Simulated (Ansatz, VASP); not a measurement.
SiO2: VASP beside Ansatz

```
Si O
1.0
     6.80184    0.00000    0.00000
     0.00000    6.80184    0.00000
     0.00000    0.00000    6.80184
Si O
8 16
Direct
  0.30011 0.30011 0.30011
  0.19989 0.69989 0.80011
  0.80011 0.19989 0.69989
  0.69989 0.80011 0.19989
  0.02919 0.02919 0.02919
  0.47081 0.97081 0.52919
  0.52919 0.47081 0.97081
  0.97081 0.52919 0.47081
  0.16419 0.16419 0.16419
  0.33581 0.83581 0.66419
  0.66419 0.33581 0.83581
  0.83581 0.66419 0.33581
  0.63500 0.68043 0.00599
  0.86500 0.31957 0.50599
  0.13500 0.81957 0.99401
  0.36500 0.18043 0.49401
  0.00599 0.63500 0.68043
  0.50599 0.86500 0.31957
  0.99401 0.13500 0.81957
  0.49401 0.36500 0.18043
  0.68043 0.00599 0.63500
  0.31957 0.50599 0.86500
  0.81957 0.99401 0.13500
  0.18043 0.49401 0.36500
```

Alike in both runs: functional r2SCAN; k mesh 4 × 4 × 4; occupations gaussian, width 0.02 eV; no spin polarisation.

Ansatz relaxed the structure, and its values are those at the end. VASP's run is a single point on that final structure, the one shown.

```csv
,VASP,Ansatz
version,VASP 6.6.1,Ansatz 0.2.0
potentials or method,"VASP PAW PBE potentials, release 64 (Si, O), cutoff 520 eV","scalar-relativistic, plane waves, PAW"
valence electrons in the cell,128,128
```

VASP gave:

| Item | Value |
| --- | --- |
| gap on the k mesh at the Fermi level (eV) | 6.73 |
| least direct gap on the mesh (eV) | 6.74 |
| pressure (GPa) | 3.0 |
| rms of the force components (eV/Å) | 0.019 |

Task: What did Ansatz give for the same quantities?

Result: gap on the k mesh at the Fermi level (eV): 6.73; least direct gap on the mesh (eV): 6.75; pressure (GPa): 2.8; rms of the force components (eV/Å): 0.005.

VASP's potentials were made for PBE, not for r2SCAN. Ansatz's warnings: stress scf threshold loose.
